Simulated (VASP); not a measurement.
Input of a VASP 6.6.1 run:

POSCAR

```
PbSe
1.0
    3.8093844655      0.0000000000      0.0000000000
    0.0000000000      3.8093844655      0.0000000000
    0.0000000000      0.0000000000      3.8093844655
Pb Se
1 1
Direct
    0.0000000000      0.0000000000      0.0000000000
    0.5000000000      0.5000000000      0.5000000000
```

File INCAR.step1:

```
ALGO = Normal ; EDIFF = 1E-5
ENCUT = 520 ; GGA = PE
ISIF = 2 ; ISMEAR = -1
LASPH = True ; LCHARG = False
LREAL = False ; LWAVE = True
NBANDS = 17 ; NELM = 100
PREC = Accurate ; SIGMA = 0.05
```

Contents of INCAR.step2:

```
ALGO = Normal ; EDIFF = 1E-7
ENCUT = 520 ; GGA = PE
HFSCREEN = 0.2079 ; ISIF = 2
ISMEAR = -1 ; ISTART = 1
LASPH = True ; LCHARG = False
LHFCALC = True ; LREAL = False
LWAVE = False ; NBANDS = 17
NELM = 100 ; PREC = Accurate
PRECFOCK = Normal ; SIGMA = 0.05
```

Contents of KPOINTS:

```
k-points
0
Gamma
  4 4 4
```

Potentials or basis: VASP PAW PBE potentials, release 64 (Pb_d, Se).

The run is started by

```sh
$ cat potpaw_PBE.64/Pb_d/POTCAR potpaw_PBE.64/Se/POTCAR > POTCAR
$ cp INCAR.step1 INCAR
$ mpirun -np 1 vasp_std > vasp.out
$ cp INCAR.step2 INCAR
$ mpirun -np 1 vasp_std > vasp.out
```

Question: Estimate the pressure.

Answer: -2.1 GPa.

Question: What does it give for the band gap on the k mesh?

Answer: Zero (band 10 reaches 4.78 eV, above the bottom of band 11 at 4.55 eV).

Caveat: the k points lie up to 0.41 Å⁻¹ apart; the PAW data sets were made with another functional, which shifts forces and pressure a little; spin-orbit coupling is left out, which moves the levels of the heavy elements.
